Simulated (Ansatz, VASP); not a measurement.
**One calculation of Bi2Te3, two programs**

The input INCAR:

```
SYSTEM = Bi2Te3
  PREC = Accurate
  ENCUT = 520
  EDIFF = 1E-6
  ISMEAR = 0
  SIGMA = 0.05
  LREAL = Auto
  LASPH = .TRUE.
  NELM = 100
  ALGO = Normal
  ISIF = 2
  LWAVE = .FALSE.
  LCHARG = .FALSE.
  GGA = PE
  NBANDS = 85
```

KPOINTS

```
Automatic mesh
0
G
  9 9 1
  0 0 0
```

File POSCAR:

```
Bi2Te3
1.0
   -4.4465493992      0.0000000000      0.0000000000
   -2.2232746996     -3.8508247389      0.0000000000
    0.0000000000      0.0000000000     32.1686732172
Bi Te
6 9
Direct
    0.6666666667      0.6666666667      0.7305409674
    1.0000000000      0.0000000000      0.3972076341
    0.3333333333      0.3333333333      0.0638743008
    0.6666666667      0.6666666667      0.9361256992
    1.0000000000      0.0000000000      0.6027923659
    0.3333333333      0.3333333333      0.2694590326
    0.6666666667      0.6666666667      0.3333333333
    0.0000000000      0.0000000000      0.0000000000
    0.3333333333      0.3333333333      0.6666666667
    0.6666666667      0.6666666667      0.5493666538
    1.0000000000      1.0000000000      0.2160333205
    0.3333333333      0.3333333333      0.8826999872
    0.6666666667      0.6666666667      0.1173000128
    1.0000000000      0.0000000000      0.7839666795
    0.3333333333      0.3333333333      0.4506333462
```

Input for Ansatz:

```yaml
crystal:
  lattice:
    - [-4.4465493992, 0.0, 0.0]
    - [-2.2232746996, -3.8508247389, 0.0]
    - [0.0, 0.0, 32.1686732172]
  atoms:
    - { symbol: Bi, position: [0.6666666667, 0.6666666667, 0.7305409674] }
    - { symbol: Bi, position: [1.0, 0.0, 0.3972076341] }
    - { symbol: Bi, position: [0.3333333333, 0.3333333333, 0.0638743008] }
    - { symbol: Bi, position: [0.6666666667, 0.6666666667, 0.9361256992] }
    - { symbol: Bi, position: [1.0, 0.0, 0.6027923659] }
    - { symbol: Bi, position: [0.3333333333, 0.3333333333, 0.2694590326] }
    - { symbol: Te, position: [0.6666666667, 0.6666666667, 0.3333333333] }
    - { symbol: Te, position: [0.0, 0.0, 0.0] }
    - { symbol: Te, position: [0.3333333333, 0.3333333333, 0.6666666667] }
    - { symbol: Te, position: [0.6666666667, 0.6666666667, 0.5493666538] }
    - { symbol: Te, position: [1.0, 1.0, 0.2160333205] }
    - { symbol: Te, position: [0.3333333333, 0.3333333333, 0.8826999872] }
    - { symbol: Te, position: [0.6666666667, 0.6666666667, 0.1173000128] }
    - { symbol: Te, position: [1.0, 0.0, 0.7839666795] }
    - { symbol: Te, position: [0.3333333333, 0.3333333333, 0.4506333462] }
basis:
  ecutwfc: 420
kpoints:
  mp_grid: { grid: [9, 9, 1] }
hamiltonian:
  xc: pbe
scf:
  occupations: { method: gaussian, width: 0.05 }
output:
  forces: true
  stress: true
  eigenvalues: true
  write_density: true
  write_potential: true
  elf: true
  volumetric_format: npy
```

Alike in both runs: task single point; functional PBE; k mesh 9 × 9 × 1; occupations gaussian, width 0.05 eV; no spin polarisation.

|  | VASP | Ansatz |
| --- | --- | --- |
| version | VASP 6.6.1 | Ansatz 0.2.0 |
| potentials or method | VASP PAW PBE potentials, release 64 (Bi_d, Te), cutoff 520 eV | scalar-relativistic, plane waves, PAW |
| valence electrons in the cell | 144 | 234 |

|  | VASP | Ansatz | Ansatz less VASP |
| --- | --- | --- | --- |
| gap on the k mesh at the Fermi level (eV) | 0.54 | 0.55 | +0.008 |
| least direct gap on the mesh (eV) | 0.54 | 0.55 | +0.008 |
| pressure (GPa) | 0.0 | 0.0 | +0.04 |
| rms of the force components (eV/Å) | 0.008 | 0.002 | -0.0064 |

Atom by atom the forces differ by 0.007 eV/Å (rms over components). VASP's potentials hold 144 valence electrons a cell and Ansatz's 234, so a difference there can come from the potentials and not from the codes.

Neither program's run includes spin-orbit coupling.
